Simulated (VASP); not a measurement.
# Ir (P6_3/mmc) in VASP: further runs

Ir is run at these levels: LDA; tasks: single point.

All numbers are computed with VASP 6.6.1; they aren't measurements. Logs are shortened: lines on timing, memory, paths and dates and some standing lists are left out, and cuts for length are marked.

## Step 1: The cell of the first run

Symmetry: P6_3/mmc, No. 194, hexagonal system. Conventional cell: a = 2.751 Å, b = 2.751 Å, c = 4.462 Å, α = 90.00°, β = 90.00°, γ = 120.00°. Within 3.6 Å of Ir (site symmetry -6m2) lie 12 Ir at 2.74 to 2.75 Å.

## Step 2: Single point, LDA

The input, INCAR:

```
SYSTEM = Ir
PREC = Accurate
ENCUT = 520
EDIFF = 1E-7
ISMEAR = -1
SIGMA = 0.05
LREAL = .False.
LASPH = .True.
NELM = 80
ALGO = Normal
ISIF = 2
LWAVE = .False.
LCHARG = .False.
NBANDS = 16
```

The input, KPOINTS:

```
Automatic mesh
0
Gamma
  11 11 6
  0 0 0
```

The input, POSCAR:

```
Ir
1.0
    2.7513778946      0.0000000000      0.0000000000
   -1.3756889473      2.3827631521      0.0000000000
    0.0000000000      0.0000000000      4.4622900000
Ir
2
Direct
    0.3333333333      0.6666666667      0.2500000000
    0.6666666667      0.3333333333      0.7500000000
```

Potentials or basis: VASP PAW LDA potentials, release 64 (Ir).

Started as:

```console
> cat potpaw_LDA.64/Ir/POTCAR > POTCAR
> mpirun -np 1 vasp_std > vasp.out
```

OUTCAR:

```text
SYSTEM = Ir
   PREC = Accurate
   ENCUT = 520
   EDIFF = 1E-7
   ISMEAR = -1
   LREAL = .False.
   LASPH = .True.
   NELM = 80
   ISIF = 2

 ion  position               nearest neighbor table
   1  0.333  0.667  0.250-   2 2.74   2 2.74   2 2.74   2 2.74   2 2.74   2 2.74
   2  0.667  0.333  0.750-   1 2.74   1 2.74   1 2.74   1 2.74   1 2.74   1 2.74

  LATTYP: Found a hexagonal cell.
 ALAT       =     2.7513778946
 C/A-ratio  =     1.6218382828

  Lattice vectors:

 A1 = (   2.7513778946,   0.0000000000,   0.0000000000)
 A2 = (  -1.3756889473,   2.3827631521,   0.0000000000)
 A3 = (   0.0000000000,   0.0000000000,   4.4622900000)

Analysis of symmetry for initial positions (statically):
=====================================================================
 Subroutine PRICEL returns:
 Original cell was already a primitive cell.

 Routine SETGRP: Setting up the symmetry group for a
 hexagonal supercell.

 Subroutine GETGRP returns: Found 24 space group operations
 (whereof 12 operations were pure point group operations)
 out of a pool of 24 trial point group operations.

The static configuration has the point symmetry D_3d.
 The point group associated with its full space group is D_6h.

Analysis of symmetry for dynamics (positions and initial velocities):
=====================================================================
 Subroutine PRICEL returns:
 Original cell was already a primitive cell.

 Routine SETGRP: Setting up the symmetry group for a
 hexagonal supercell.

 Subroutine GETGRP returns: Found 24 space group operations
 (whereof 12 operations were pure point group operations)
 out of a pool of 24 trial point group operations.

The dynamic configuration has the point symmetry D_3d.
 The point group associated with its full space group is D_6h.

 Subroutine INISYM returns: Found 24 space group operations
 (whereof 12 operations are pure point group operations),
 and found     1 'primitive' translations

----------------------------------------------------------------------------------------

                                     Primitive cell

  volume of cell :      29.2542

  direct lattice vectors                    reciprocal lattice vectors
     2.751377895  0.000000000  0.000000000     0.363454254  0.209840411  0.000000000
    -1.375688947  2.382763152  0.000000000     0.000000000  0.419680823  0.000000000
     0.000000000  0.000000000  4.462290000     0.000000000  0.000000000  0.224100182

[... 81 lines left out ...]
   ENCUT  =  520.0 eV  38.22 Ry    6.18 a.u.   5.12  5.12  8.30*2*pi/ulx,y,z
   NELM   =     80;   NELMIN=  2; NELMDL= -5     # of ELM steps
   EDIFF  = 0.1E-06   stopping-criterion for ELM
   LREAL  =      F    real-space projection
   EDIFFG = 0.1E-05   stopping-criterion for IOM
   NSW    =      0    number of steps for IOM
   IBRION =     -1    ionic relax: 0-MD 1-quasi-New 2-CG
   NFREE  =      0    steps in history (QN), initial steepest desc. (CG)
   ISIF   =      2    stress and relaxation
   ISYM   =      2    0-nonsym 1-usesym 2-fastsym
   POTIM  = 0.5000    time-step for ionic-motion
   TEBEG  =    0.0;   TEEND  =   0.0 temperature during run
   PSTRESS=    0.0 pullay stress
   NELECT =      18.0000    total number of electrons
   NUPDOWN=      -1.0000    fix difference up-down
   EMIN   =  10.00;   EMAX   =-10.00  energy-range for DOS
   EFERMI =   0.00;   METHOD = LEGACY
   ISMEAR =    -1;   SIGMA  =   0.05  broadening in eV -4-tet -1-fermi 0-gaus
   EFERMI_NEDOS =   21; number of points for ismear=-14 and -15
   IALGO  =     38    algorithm
   IMIX   =      4    mixing-type and parameters
     AMIX     =   0.40;   BMIX     =  1.00
     AMIX_MAG =   1.60;   BMIX_MAG =  1.00
  volume/ion in A,a.u.               =      14.63        98.71
  Fermi-wavevector in a.u.,A,eV,Ry     =   1.392417  2.631287 26.379323  1.938826
  Thomas-Fermi vector in A             =   2.516162
   LORBIT       =      0    0 simple, 1 ext, 2 COOP (PROOUT), +10 PAW based schemes
   GGA     = CA    functional components
   LHFCALC =     F    Hartree Fock is set to
   AEXX    =    0.0000 exact exchange contribution
   IVDW    =     0    specifies the selected vdW correction
   LEPSILON=     F    determine dielectric tensor
   LRPA    =     F    only Hartree local field effects (RPA)
 non-spin polarized calculation
  energy-cutoff  :      520.00
  volume of cell :       29.25
 maximum number of plane-waves:       796
   NGX = 11   NGY = 11   NGZ = 17

 number of electron      18.0000000 magnetization

 Free energy of the ion-electron system (eV)
  ---------------------------------------------------
  ext. energy  EPLUGINS =         0.00000000
  ---------------------------------------------------
  free energy    TOTEN  =       -20.41504650 eV

  energy without entropy =      -20.38923060  energy(sigma->0) =      -20.40213855

 E-fermi :   9.8234     XC(G=0): -13.9473

 val. band max:        9.8129157351   @ k =   0.3636   0.1818   0.1667
 cond. band min:       9.8316579507   @ k =   0.2727   0.0909   0.3333
 fundamental gap:      0.0187422156
 Fermi energy:         9.8234126944

 k-point     1 :       0.0000    0.0000    0.0000
  band No.  band energies     occupation
      1      -1.0203      2.00000
      2       1.9906      2.00000
      3       6.0596      2.00000
      4       6.1681      2.00000
      5       6.1681      2.00000
      6       6.7939      2.00000
[... 433 lines left out ...]
      3       4.7174      2.00000
      4       4.9375      2.00000
      5       5.8865      2.00000
      6       6.4874      2.00000
[... 8 lines left out ...]
     15      24.9556      0.00000
     16      26.3781      0.00000

 [... further k-points ...]

------------------------ aborting loop because EDIFF is reached ----------------------------------------

  FORCE on cell =-STRESS in cart. coord.  units (eV):
  Direction    XX          YY          ZZ          XY          YZ          ZX
  --------------------------------------------------------------------------------------
  -------------------------------------------------------------------------------------
  Total       -2.8458938     -2.8458938     -2.9497008     -0.0000000      0.0000000      0.0000000
  in kB     -155.8620412   -155.8620412   -161.5472733     -0.0000000      0.0000000      0.0000000
  external PRESSURE =    -157.7571186 kB  Pullay stress =       0.0000000 kB

 VOLUME and BASIS-vectors are now :
 -----------------------------------------------------------------------------
  energy-cutoff  :      520.00
  volume of cell :       29.25
      direct lattice vectors                 reciprocal lattice vectors
     2.751377895  0.000000000  0.000000000     0.363454254  0.209840411  0.000000000
    -1.375688947  2.382763152  0.000000000     0.000000000  0.419680823  0.000000000
     0.000000000  0.000000000  4.462290000     0.000000000  0.000000000  0.224100182

 POSITION                                       TOTAL-FORCE (eV/Angst)
 -----------------------------------------------------------------------------------
     -0.00000      1.58851      1.11557         0.000000     -0.000000      0.000000
      1.37569      0.79425      3.34672        -0.000000      0.000000      0.000000
 -----------------------------------------------------------------------------------
    total drift:                                0.000000     -0.000000     -0.000000

  FREE ENERGIE OF THE ION-ELECTRON SYSTEM (eV)
  ---------------------------------------------------
  free  energy   TOTEN  =       -20.4150465036 eV

  energy  without entropy=      -20.3892305959  energy(sigma->0) =      -20.40213855
```

OSZICAR:

```text
N       E                     dE             d eps       ncg     rms          rms(c)
DAV:   1     0.142515385387E+03    0.14252E+03   -0.83967E+03  2048   0.113E+03
DAV:   2    -0.176449315421E+02   -0.16016E+03   -0.14402E+03  2048   0.309E+02
DAV:   3    -0.216131152037E+02   -0.39682E+01   -0.38869E+01  2896   0.581E+01
DAV:   4    -0.216570677847E+02   -0.43953E-01   -0.43945E-01  2224   0.521E+00
DAV:   5    -0.216583049297E+02   -0.12371E-02   -0.12371E-02  2928   0.894E-01    0.208E+01
DAV:   6    -0.205996944168E+02    0.10586E+01   -0.14071E+00  2544   0.154E+01    0.807E+00
DAV:   7    -0.204287462336E+02    0.17095E+00   -0.35220E-01  2792   0.716E+00    0.211E+00
DAV:   8    -0.204207712239E+02    0.79750E-02   -0.50847E-03  2296   0.646E-01    0.126E+00
DAV:   9    -0.204150554437E+02    0.57158E-02   -0.46723E-03  2616   0.914E-01    0.313E-02
DAV:  10    -0.204150532123E+02    0.22314E-05   -0.32449E-05  3152   0.532E-02    0.355E-02
DAV:  11    -0.204150465192E+02    0.66930E-05   -0.53000E-06  2608   0.248E-02    0.283E-03
DAV:  12    -0.204150465036E+02    0.15616E-07   -0.10231E-07  2352   0.299E-03
   1 F= -.20415047E+02 E0= -.20402139E+02  d E =-.258159E-01
```

stdout:

```text
POSCAR found type information on POSCAR Ir
 POSCAR found :  1 types and       2 ions
 scaLAPACK will be used
 LDA part: xc-table for (Slater(with rela. corr.)+CA(PZ))
 , standard interpolation
 POSCAR, INCAR and KPOINTS ok, starting setup
 FFT: planning ... GRIDC
 FFT: planning ... GRID_SOFT
 FFT: planning ... GRID
 WAVECAR not read
 entering main loop
```

Run time: 9.3 s. Hardware: 1 thread of Intel Xeon 6975P-C (Granite Rapids), shared host; peak memory 0.14 GiB.

What came out:

* Free energy: -20.4150 eV
* Pressure: -15.8 GPa
* Band gap on the k mesh: zero (band 9 reaches 10.75 eV, above the bottom of band 10 at 7.68 eV)

Stress tensor (GPa, compression positive):
```
-15.59   0.00   0.00
  0.00 -15.59   0.00
  0.00   0.00 -16.15
```

Caveat: spin-orbit coupling is left out, which moves the levels of the heavy elements.

## Step 3: Single point, LDA (volume scaled by 1.02)

The input, INCAR:

```
ALGO = Normal ; EDIFF = 1E-6
ENCUT = 520 ; ISIF = 2
ISMEAR = -1 ; LASPH = True
LCHARG = True ; LELF = True
LREAL = False ; LVHAR = True
LWAVE = False ; NBANDS = 16
NELM = 60 ; PREC = Accurate
SIGMA = 0.05
```

The input, KPOINTS:

```
k-points
0
Gamma
  11 11 6
```

The input, POSCAR:

```
Ir
1.0
    2.7695994713      0.0000000000      0.0000000000
   -1.3847997356      2.3985435004      0.0000000000
    0.0000000000      0.0000000000      4.4918424506
Ir
2
Direct
    0.3333333333      0.6666666667      0.2500000000
    0.6666666667      0.3333333333      0.7500000000
```

Potentials or basis: VASP PAW LDA potentials, release 64 (Ir).

Started as:

```console
> cat potpaw_LDA.64/Ir/POTCAR > POTCAR
> mpirun -np 1 vasp_std > vasp.out
```

OUTCAR:

```text
EDIFF = 1E-6
   ENCUT = 520
   ISIF = 2
   ISMEAR = -1
   LASPH = True
   LREAL = False
   NELM = 60
   PREC = Accurate

 ion  position               nearest neighbor table
   1  0.333  0.667  0.250-   2 2.76   2 2.76   2 2.76   2 2.76   2 2.76   2 2.76
   2  0.667  0.333  0.750-   1 2.76   1 2.76   1 2.76   1 2.76   1 2.76   1 2.76

  LATTYP: Found a hexagonal cell.
 ALAT       =     2.7695994713
 C/A-ratio  =     1.6218382828

  Lattice vectors:

 A1 = (   2.7695994713,   0.0000000000,   0.0000000000)
 A2 = (  -1.3847997356,   2.3985435004,   0.0000000000)
 A3 = (   0.0000000000,   0.0000000000,   4.4918424506)
[... 643 lines left out ...]

  FORCE on cell =-STRESS in cart. coord.  units (eV):
  Direction    XX          YY          ZZ          XY          YZ          ZX
  --------------------------------------------------------------------------------------
  -------------------------------------------------------------------------------------
  Total       -4.0002521     -4.0002521     -4.1317980     -0.0000000      0.0000000      0.0000000
  in kB     -214.7874311   -214.7874311   -221.8505851     -0.0000000      0.0000000      0.0000000
  external PRESSURE =    -217.1418158 kB  Pullay stress =       0.0000000 kB

 VOLUME and BASIS-vectors are now :
 -----------------------------------------------------------------------------
  energy-cutoff  :      520.00
  volume of cell :       29.84
      direct lattice vectors                 reciprocal lattice vectors
     2.769599471  0.000000000  0.000000000     0.361063038  0.208459842  0.000000000
    -1.384799736  2.398543500  0.000000000     0.000000000  0.416919685  0.000000000
     0.000000000  0.000000000  4.491842451     0.000000000  0.000000000  0.222625796

 POSITION                                       TOTAL-FORCE (eV/Angst)
 -----------------------------------------------------------------------------------
     -0.00000      1.59903      1.12296        -0.000000     -0.000000      0.000000
      1.38480      0.79951      3.36888         0.000000      0.000000      0.000000
 -----------------------------------------------------------------------------------
    total drift:                                0.000000     -0.000000     -0.000000

  FREE ENERGIE OF THE ION-ELECTRON SYSTEM (eV)
  ---------------------------------------------------
  free  energy   TOTEN  =       -20.3466884050 eV

  energy  without entropy=      -20.3199112431  energy(sigma->0) =      -20.33329982
```

It took 10 s on 1 thread of Intel Xeon 6975P-C (Granite Rapids), shared host; peak memory 0.15 GiB.

Results:

| Item | Value |
| --- | --- |
| Free energy | -20.3467 eV |
| Pressure | -21.7 GPa |
| Band gap on the k mesh | zero (band 9 reaches 10.38 eV, above the bottom of band 10 at 7.41 eV) |

Caveat: spin-orbit coupling is left out, which moves the levels of the heavy elements.

## Step 4: Single point, LDA (volume scaled by 1.04)

The input, INCAR:

```
PREC = Accurate ; ENCUT = 520
EDIFF = 1E-7 ; ISMEAR = -1
SIGMA = 0.05 ; LREAL = False
LASPH = True ; NELM = 100
ALGO = Fast ; ISIF = 2
LWAVE = False ; LCHARG = False
GGA = CA ; NBANDS = 16
```

The input, KPOINTS:

```
Automatic mesh
0
Gamma
  11 11 6
```

The input, POSCAR:

```
Ir
1.0
    2.7875843874      0.0000000000      0.0000000000
   -1.3937921937      2.4141188946      0.0000000000
    0.0000000000      0.0000000000      4.5210110761
Ir
2
Direct
    0.3333333333      0.6666666667      0.2500000000
    0.6666666667      0.3333333333      0.7500000000
```

Started as:

```console
> cat potpaw_LDA.64/Ir/POTCAR > POTCAR
> mpirun -np 1 vasp_std > vasp.out
```

Wall time 14 s (1 thread of Intel Xeon 6975P-C (Granite Rapids), shared host); peak memory 0.15 GiB.

It converged, with:

```
Free energy            : -20.2580 eV
Pressure               : -26.8 GPa
Band gap on the k mesh : zero (band 9 reaches 10.02 eV, above the bottom of band 10 at 7.15 eV)
```

Stress tensor (GPa, compression positive):
```
-26.55   0.00   0.00
  0.00 -26.55   0.00
  0.00   0.00 -27.36
```

Levels at points of the mesh, in eV from the Fermi level:
| k point | band 5 | band 6 | band 7 | band 8 | band 9 | band 10 | band 11 | band 12 | band 13 | band 14 |
| --- | --- | --- | --- | --- | --- | --- | --- | --- | --- | --- |
| (0.00, 0.00, 0.00) | -3.43 | -2.85 | -2.85 | -2.13 | -2.13 | -0.56 | 0.26 | 0.26 | 6.44 | 14.39 |
| (0.00, 0.00, 0.50) | -3.55 | -3.55 | -3.55 | -3.55 | -0.42 | -0.42 | -0.42 | -0.42 | 13.51 | 13.51 |

Caveat: spin-orbit coupling is left out, which moves the levels of the heavy elements.

## Step 5: The runs side by side

```tsv
cell	gap on the mesh (eV)	pressure (GPa)
a = 2.751, b = 2.751, c = 4.462 Å, angles 90.0, 90.0, 120.0°, 2 atoms	none	-15.8
a = 2.770, b = 2.770, c = 4.492 Å, angles 90.0, 90.0, 120.0°, 2 atoms	none	-21.7
a = 2.788, b = 2.788, c = 4.521 Å, angles 90.0, 90.0, 120.0°, 2 atoms	none	-26.8
```

Alike in all rows: task single point; level LDA; potentials or basis VASP PAW LDA potentials, release 64 (Ir); no spin polarisation; k mesh 11 × 11 × 6; cutoff (eV) 520; smearing fermi-dirac 0.05 eV.

Caveats: spin-orbit coupling is left out, which moves the levels of the heavy elements.

Absolute energies hang on the potentials; compare differences alone.
